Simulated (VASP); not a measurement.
# Na2Sb (I4_1md) in VASP: notebook, part 2 of 2

VASP 6.6.1.

## (3) Single point, PBE

This run uses another cell than the first one, of 35.84 Å³/atom.

The input, INCAR:

```
SYSTEM = Na2Sb
PREC = Accurate ; ENCUT = 520
EDIFF = 1E-6 ; ISMEAR = 0
SIGMA = 0.1 ; LREAL = .False.
LASPH = .True. ; NELM = 100
ALGO = Fast ; ISIF = 2
LWAVE = .False. ; LCHARG = .True.
GGA = PE ; LELF = .True.
LVHAR = .True. ; NBANDS = 28
```

The input, KPOINTS:

```
Automatic mesh
0
Gamma
  8 8 8
  0 0 0
```

The input, POSCAR:

```
Na2Sb
1.0
   -4.5474170471      4.5474170471      2.5999519309
    4.5474170471     -4.5474170471      2.5999519309
    4.5474170471      4.5474170471     -2.5999519309
Na Sb
4 2
Direct
    0.7311905861      0.0399078948      0.3087173087
    0.7311905861      0.4224732774      0.6912826913
    0.7899078948      0.9811905861      0.8087173087
    0.1724732774      0.9811905861      0.1912826913
    0.4734260932      0.4734260932      0.0000000000
    0.2234260932      0.7234260932      0.5000000000
```

Potentials or basis: VASP PAW PBE potentials, release 64 (Na_pv, Sb).

The run is started by

```sh
> cat potpaw_PBE.64/Na_pv/POTCAR potpaw_PBE.64/Sb/POTCAR > POTCAR
> mpirun -np 1 vasp_std > vasp.out
```

OUTCAR:

```text
SYSTEM = Na2Sb
   PREC = Accurate
   ENCUT = 520
   EDIFF = 1E-6
   ISMEAR = 0
   LREAL = .False.
   LASPH = .True.
   NELM = 100
   ISIF = 2
   GGA = PE

 ion  position               nearest neighbor table
   1  0.731  0.040  0.309-   6 3.09   5 3.11   6 3.16
   2  0.731  0.422  0.691-   6 3.09   5 3.11   6 3.16
   3  0.790  0.981  0.809-   5 3.09   6 3.11   5 3.16
   4  0.172  0.981  0.191-   5 3.09   6 3.11   5 3.16
   5  0.473  0.473  0.000-   3 3.09   4 3.09   2 3.11   1 3.11   3 3.16   4 3.16
   6  0.223  0.723  0.500-   1 3.09   2 3.09   4 3.11   3 3.11   1 3.16   2 3.16

  LATTYP: Found a body centered tetragonal cell.
 ALAT       =     9.0948340942
 C/A-ratio  =     0.5717425747

  Lattice vectors:

 A1 = (  -4.5474170471,   4.5474170471,   2.5999519309)
 A2 = (   4.5474170471,  -4.5474170471,   2.5999519309)
 A3 = (   4.5474170471,   4.5474170471,  -2.5999519309)

Analysis of symmetry for initial positions (statically):
=====================================================================
 Subroutine PRICEL returns:
 Original cell was already a primitive cell.
[... 185 lines left out ...]
 cond. band min:       1.0853019939   @ k =   0.5000   0.0000  -0.0000
 fundamental gap:      0.0093546131
 Fermi energy:         1.0823443899

 k-point     1 :       0.0000    0.0000    0.0000
  band No.  band energies     occupation
      1     -22.9844      2.00000
      2     -22.9770      2.00000
      3     -22.9770      2.00000
      4     -22.9594      2.00000
      5     -22.9582      2.00000
      6     -22.9216      2.00000
[... 733 lines left out ...]
     27       6.8561      0.00000
     28       7.3462      0.00000

 [... further k-points ...]

------------------------ aborting loop because EDIFF is reached ----------------------------------------

  FORCE on cell =-STRESS in cart. coord.  units (eV):
  Direction    XX          YY          ZZ          XY          YZ          ZX
  --------------------------------------------------------------------------------------
  -------------------------------------------------------------------------------------
  Total       -0.0119104     -0.0119104      0.0247995      0.0000000      0.0000000      0.0000000
  in kB       -0.0887323     -0.0887323      0.1847557      0.0000000      0.0000000      0.0000000
  external PRESSURE =       0.0024304 kB  Pullay stress =       0.0000000 kB

 VOLUME and BASIS-vectors are now :
 -----------------------------------------------------------------------------
  energy-cutoff  :      520.00
  volume of cell :      215.06
      direct lattice vectors                 reciprocal lattice vectors
    -4.547417047  4.547417047  2.599951931     0.000000000  0.109952528  0.192311248
     4.547417047 -4.547417047  2.599951931     0.109952528  0.000000000  0.192311248
     4.547417047  4.547417047 -2.599951931     0.109952528  0.109952528  0.000000000

 POSITION                                       TOTAL-FORCE (eV/Angst)
 -----------------------------------------------------------------------------------
     -1.73968      4.54742      1.20217         0.000854      0.000000      0.003003
      1.73968      4.54742      1.20217        -0.000854     -0.000000      0.003003
      4.54742      2.80773      2.50214         0.000000      0.000854      0.003003
      4.54742     -2.80773      2.50214        -0.000000     -0.000854      0.003003
      0.00000      0.00000      2.46177         0.000000      0.000000     -0.006006
      4.54742      0.00000      1.16179         0.000000      0.000000     -0.006006
 -----------------------------------------------------------------------------------
    total drift:                               -0.000001     -0.000001      0.000717

  FREE ENERGIE OF THE ION-ELECTRON SYSTEM (eV)
  ---------------------------------------------------
  free  energy   TOTEN  =       -14.0155632022 eV

  energy  without entropy=      -13.9844590558  energy(sigma->0) =      -14.00001113
```

stdout:

```text
POSCAR found type information on POSCAR NaSb
 POSCAR found :  2 types and       6 ions
 scaLAPACK will be used
 LDA part: xc-table for (Slater+PW92), standard interpolation
 POSCAR, INCAR and KPOINTS ok, starting setup
 FFT: planning ... GRIDC
 FFT: planning ... GRID_SOFT
 FFT: planning ... GRID
 WAVECAR not read
 entering main loop
```

Wall time 9.2 min (1 thread of Intel Xeon Platinum 8488C (Sapphire Rapids), shared host); peak memory 0.58 GiB.

Results:

```yaml
Free_energy: -14.0156 eV
Pressure: 0.0 GPa
Largest_force: 0.006 eV/Å
Band_gap_on_the_k_mesh: zero (bands 19 and 20 overlap by 0.93 eV)
```

Forces on the atoms (eV/Å):
```
Na   0.001  0.000  0.003
Na  -0.001  0.000  0.003
Na   0.000  0.001  0.003
Na   0.000 -0.001  0.003
Sb   0.000  0.000 -0.006
Sb   0.000  0.000 -0.006
```

Levels at points of the mesh, in eV from the Fermi level:
| k point | band 16 | band 17 | band 18 | band 19 | band 20 | band 21 | band 22 | band 23 |
| --- | --- | --- | --- | --- | --- | --- | --- | --- |
| (0.00, 0.00, 0.00) | -1.35 | -0.27 | -0.26 | 0.22 | 0.22 | 0.93 | 1.82 | 3.20 |
| (0.50, 0.00, 0.00) | -1.61 | -1.15 | -0.51 | -0.25 | 0.00 | 2.37 | 2.50 | 3.49 |
| (0.50, 0.50, 0.00) | -1.14 | -0.75 | -0.75 | -0.24 | -0.24 | 2.57 | 2.57 | 3.58 |
| (0.50, 0.50, 0.50) | -1.99 | -0.36 | -0.36 | 0.53 | 0.53 | 2.43 | 2.43 | 4.14 |

Caveat: spin-orbit coupling is left out, which moves the levels of the heavy elements.

The gap in the log of VASP goes by the Fermi energy; the results here count the filled bands.